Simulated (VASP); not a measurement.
# As (R-3m) in VASP: further runs, part 2 of 2

VASP 6.6.1. The steps go on from the part before.

## Step 3: Relaxation of shape and atoms at fixed volume, PBEsol (21.46 Å³/atom)

This run uses another cell than the first one, of 21.46 Å³/atom.

INCAR

```
SYSTEM = As
  PREC = Accurate
  ENCUT = 600
  EDIFF = 1E-7
  ISMEAR = 0
  SIGMA = 0.1
  LREAL = .False.
  LASPH = .True.
  NELM = 60
  ALGO = Normal
  ISIF = 4
  LWAVE = .False.
  LCHARG = .False.
  GGA = PS
  IBRION = 2
  NSW = 50
  EDIFFG = -0.01
```

KPOINTS

```
Automatic mesh
0
Gamma
  12 12 12
  0 0 0
```

POSCAR

```
As
1.0
    1.9101433415      1.1028217724      3.3965164118
   -1.9101433415      1.1028217724      3.3965164118
    0.0000000000     -2.2056435449      3.3965164118
As
2
Direct
    0.7698083082      0.7698083082      0.7698083082
    0.2301916918      0.2301916918      0.2301916918
```

Potentials or basis: VASP PAW PBE potentials, release 64 (As).

Started as:

```
cat potpaw_PBE.64/As/POTCAR > POTCAR
mpirun -np 1 vasp_std > vasp.out
```

OUTCAR:

```text
SYSTEM = As
   PREC = Accurate
   ENCUT = 600
   EDIFF = 1E-7
   ISMEAR = 0
   LREAL = .False.
   LASPH = .True.
   NELM = 60
   ISIF = 4
   GGA = PS
   IBRION = 2
   NSW = 50
   EDIFFG = -0.01

 ion  position               nearest neighbor table
   1  0.770  0.770  0.770-   2 2.56   2 2.56   2 2.56
   2  0.230  0.230  0.230-   1 2.56   1 2.56   1 2.56

  LATTYP: Found a trigonal (rhomboedric) cell.
 ALAT       =     4.0498379205
 COS(alpha) =     0.5550751852

  Lattice vectors:

 A1 = (   1.9101433415,   1.1028217724,   3.3965164118)
 A2 = (  -1.9101433415,   1.1028217724,   3.3965164118)
 A3 = (   0.0000000000,  -2.2056435449,   3.3965164118)

Analysis of symmetry for initial positions (statically):
=====================================================================
 Subroutine PRICEL returns:
 Original cell was already a primitive cell.

 Routine SETGRP: Setting up the symmetry group for a
 trigonal (rhombohedral) supercell.

 Subroutine GETGRP returns: Found 12 space group operations
 (whereof 12 operations were pure point group operations)
 out of a pool of 12 trial point group operations.

The static configuration has the point symmetry D_3d.

Analysis of symmetry for dynamics (positions and initial velocities):
=====================================================================
 Subroutine PRICEL returns:
 Original cell was already a primitive cell.

 Routine SETGRP: Setting up the symmetry group for a
 trigonal (rhombohedral) supercell.

 Subroutine GETGRP returns: Found 12 space group operations
 (whereof 12 operations were pure point group operations)
 out of a pool of 12 trial point group operations.

The dynamic configuration has the point symmetry D_3d.

 Subroutine INISYM returns: Found 12 space group operations
 (whereof 12 operations are pure point group operations),
 and found     1 'primitive' translations

----------------------------------------------------------------------------------------

                                     Primitive cell

  volume of cell :      42.9295

  direct lattice vectors                    reciprocal lattice vectors
     1.910143341  1.102821772  3.396516412     0.261760460  0.151127472  0.098139768
    -1.910143341  1.102821772  3.396516412    -0.261760460  0.151127472  0.098139768
     0.000000000 -2.205643545  3.396516412     0.000000000 -0.302254944  0.098139768

  length of vectors
     4.049837921  4.049837921  4.049837921     0.317788397  0.317788397  0.317788397

  position of ions in fractional coordinates (direct lattice)
     0.769808308  0.769808308  0.769808308
     0.230191692  0.230191692  0.230191692

  ion indices of the primitive-cell ions
   primitive index   ion index
                 1           1
                 2           2

----------------------------------------------------------------------------------------

 KPOINTS: Automatic mesh

Automatic generation of k-mesh.
 Grid dimensions read from file:
 generate k-points for:   12   12   12

 Generating k-lattice:

  Cartesian coordinates                     Fractional coordinates (reciprocal lattice)
[... 46 lines left out ...]
   dimension x,y,z NGXF=    64 NGYF=   64 NGZF=   64
   ions per type =               2
   NGX,Y,Z   is equivalent  to a cutoff of  13.14, 13.14, 13.14 a.u.
   NGXF,Y,Z  is equivalent  to a cutoff of  26.27, 26.27, 26.27 a.u.
 SYSTEM =  As
   PREC   = accura    normal or accurate (medium, high low for compatibility)
   ISTART =      0    job   : 0-new  1-cont  2-samecut
   ICHARG =      2    charge: 1-file 2-atom 10-const
   ISPIN  =      1    spin polarized calculation?
   LNONCOLLINEAR =      F non collinear calculations
   LSORBIT =      F    spin-orbit coupling
   LASPH  =      T    aspherical Exc in radial PAW
   ENCUT  =  600.0 eV  44.10 Ry    6.64 a.u.   8.09  8.09  8.09*2*pi/ulx,y,z
   NELM   =     60;   NELMIN=  2; NELMDL= -5     # of ELM steps
   EDIFF  = 0.1E-06   stopping-criterion for ELM
   LREAL  =      F    real-space projection
   EDIFFG = -.1E-01   stopping-criterion for IOM
   NSW    =     50    number of steps for IOM
   IBRION =      2    ionic relax: 0-MD 1-quasi-New 2-CG
   NFREE  =      1    steps in history (QN), initial steepest desc. (CG)
   ISIF   =      4    stress and relaxation
   ISYM   =      2    0-nonsym 1-usesym 2-fastsym
   POTIM  = 0.5000    time-step for ionic-motion
   TEBEG  =    0.0;   TEEND  =   0.0 temperature during run
   PSTRESS=    0.0 pullay stress
   NELECT =      10.0000    total number of electrons
   NUPDOWN=      -1.0000    fix difference up-down
   EMIN   =  10.00;   EMAX   =-10.00  energy-range for DOS
   EFERMI =   0.00;   METHOD = LEGACY
   ISMEAR =     0;   SIGMA  =   0.10  broadening in eV -4-tet -1-fermi 0-gaus
   EFERMI_NEDOS =   21; number of points for ismear=-14 and -15
   IALGO  =     38    algorithm
   IMIX   =      4    mixing-type and parameters
     AMIX     =   0.40;   BMIX     =  1.00
     AMIX_MAG =   1.60;   BMIX_MAG =  1.00
  volume/ion in A,a.u.               =      21.46       144.85
  Fermi-wavevector in a.u.,A,eV,Ry     =   1.007294  1.903509 13.805021  1.014640
  Thomas-Fermi vector in A             =   2.140089
   LORBIT       =      0    0 simple, 1 ext, 2 COOP (PROOUT), +10 PAW based schemes
   GGA     = PS    functional components
   LHFCALC =     F    Hartree Fock is set to
   AEXX    =    0.0000 exact exchange contribution
   IVDW    =     0    specifies the selected vdW correction
   LEPSILON=     F    determine dielectric tensor
   LRPA    =     F    only Hartree local field effects (RPA)
 conjugate gradient relaxation of ions
 non-spin polarized calculation
 Gauss-broadening in eV      SIGMA  =   0.10
  energy-cutoff  :      600.00
  volume of cell :       42.93
 maximum number of plane-waves:      1453
   NGX = 17   NGY = 17   NGZ = 17

--------------------------------------- Ionic step        1  -------------------------------------------

 number of electron      10.0000000 magnetization

 Free energy of the ion-electron system (eV)
  ---------------------------------------------------
  ext. energy  EPLUGINS =         0.00000000
  ---------------------------------------------------
  free energy    TOTEN  =       -10.21182328 eV

  energy without entropy =      -10.21131541  energy(sigma->0) =      -10.21156935

------------------------ aborting loop because EDIFF is reached ----------------------------------------

  FORCE on cell =-STRESS in cart. coord.  units (eV):
  Direction    XX          YY          ZZ          XY          YZ          ZX
  --------------------------------------------------------------------------------------
  -------------------------------------------------------------------------------------
  Total       -0.5597169     -0.5597169     -0.4231869      0.0000000      0.0000000      0.0000000
  in kB      -20.8892452    -20.8892452    -15.7937978      0.0000000      0.0000000      0.0000000
  external PRESSURE =     -19.1907628 kB  Pullay stress =       0.0000000 kB
[... 131 lines left out ...]
--------------------------------------- Ionic step        5  -------------------------------------------

 number of electron      10.0000000 magnetization

 Free energy of the ion-electron system (eV)
  ---------------------------------------------------
  ext. energy  EPLUGINS =         0.00000000
  ---------------------------------------------------
  free energy    TOTEN  =       -10.21352530 eV

  energy without entropy =      -10.21290246  energy(sigma->0) =      -10.21321388

 E-fermi :   5.2800     XC(G=0): -10.1421

 val. band max:        5.2726841764   @ k =   0.4167   0.0833   0.0833
 cond. band min:       5.3263564989   @ k =   0.3333   0.1667   0.1667
 fundamental gap:      0.0536723225
 Fermi energy:         5.2799734597

 k-point     1 :       0.0000    0.0000    0.0000
  band No.  band energies     occupation
      1      -9.6139      2.00000
      2      -0.4029      2.00000
      3       2.9735      2.00000
      4       3.3138      2.00000
      5       3.3138      2.00000
      6       7.2764      0.00000
      7       8.3503      0.00000
      8       8.3503      0.00000
      9      11.8764      0.00000
[... 265 lines left out ...]
 k-point    24 :      -0.4167    0.1667   -0.0000
  band No.  band energies     occupation
      1      -6.6475      2.00000
      2      -5.6675      2.00000
      3       0.8337      2.00000
      4       2.5021      2.00000
      5       3.3959      2.00000
      6       6.4672      0.00000
      7       6.7464      0.00000
      8       8.8357      0.00000
      9      13.2260      0.00000

 [... further k-points ...]

------------------------ aborting loop because EDIFF is reached ----------------------------------------

  FORCE on cell =-STRESS in cart. coord.  units (eV):
  Direction    XX          YY          ZZ          XY          YZ          ZX
  --------------------------------------------------------------------------------------
  -------------------------------------------------------------------------------------
  Total       -0.3537465     -0.3537465     -0.3522989     -0.0000000      0.0000000      0.0000000
  in kB      -13.2022067    -13.2022067    -13.1481785     -0.0000000      0.0000000      0.0000000
  external PRESSURE =     -13.1841973 kB  Pullay stress =       0.0000000 kB
[... 17 lines left out ...]
  FREE ENERGIE OF THE ION-ELECTRON SYSTEM (eV)
  ---------------------------------------------------
  free  energy   TOTEN  =       -10.2135252982 eV

  energy  without entropy=      -10.2129024574  energy(sigma->0) =      -10.21321388

 reached required accuracy - stopping structural energy minimisation
```

CONTCAR:

```text
As
   1.00000000000000
     1.9021005834471147    1.0981782838717131    3.4253004979072577
    -1.9021005834471147    1.0981782838717131    3.4253004979072577
     0.0000000000000000   -2.1963565678394419    3.4253004979060999
  As
     2
Direct
     0.7707549543728989    0.7707549543728989    0.7707549543728994
     0.2292450456271011    0.2292450456271011    0.2292450456271006

  0.00000000E+00  0.00000000E+00  0.00000000E+00
  0.00000000E+00  0.00000000E+00  0.00000000E+00
```

Wall time 84 s (1 thread of AMD EPYC 9R45 (Zen 5), shared host); peak memory 0.21 GiB.

What came out:

| Property | Result |
| --- | --- |
| Free energy | -10.2135 eV |
| Energy gained by relaxing | 0.9 meV/atom |
| Ionic steps | 5 |
| Pressure after relaxing | -1.3 GPa |
| Largest force after relaxing | 0.003 eV/Å |
| Band gap on the k mesh | zero (bands 5 and 6 overlap by 0.30 eV) |

Forces on the atoms (eV/Å):
```
As   0.000  0.000  0.003
As   0.000  0.000 -0.003
```

Step by step:
| step | energy change (eV) | largest force (eV/Å) | pressure (GPa) | volume (Å³) |
| --- | --- | --- | --- | --- |
| 1 | 0.0000 | 0.1107 | -1.92 | 42.93 |
| 2 | -0.0011 | 0.0416 | -1.65 | 42.93 |
| 3 | -0.0014 | 0.0211 | -1.40 | 42.93 |
| 4 | -0.0017 | 0.0064 | -1.35 | 42.93 |
| 5 | -0.0017 | 0.0033 | -1.32 | 42.93 |

Final structure:
```
As
1.0
     1.90210    1.09818    3.42530
    -1.90210    1.09818    3.42530
     0.00000   -2.19636    3.42530
As
2
Direct
  0.77075 0.77075 0.77075
  0.22925 0.22925 0.22925
```

Levels at points of the mesh, in eV from the Fermi level:
```tsv
k point	band 2	band 3	band 4	band 5	band 6	band 7	band 8	band 9
(0.00, 0.00, 0.00)	-5.68	-2.31	-1.97	-1.97	2.00	3.07	3.07	6.60
(0.50, 0.00, 0.00)	-11.09	-2.54	-2.40	-0.31	-0.26	0.32	1.08	9.20
(0.50, 0.50, 0.00)	-9.49	-6.10	-4.18	-4.11	1.60	5.58	6.69	7.47
(0.50, 0.50, 0.50)	-10.13	-1.64	-1.64	-0.68	0.54	0.54	1.64	8.26
```

Caveat: the PAW data sets were made with another functional, which shifts forces and pressure a little.

The gap in the log of VASP goes by the Fermi energy; the results here count the filled bands.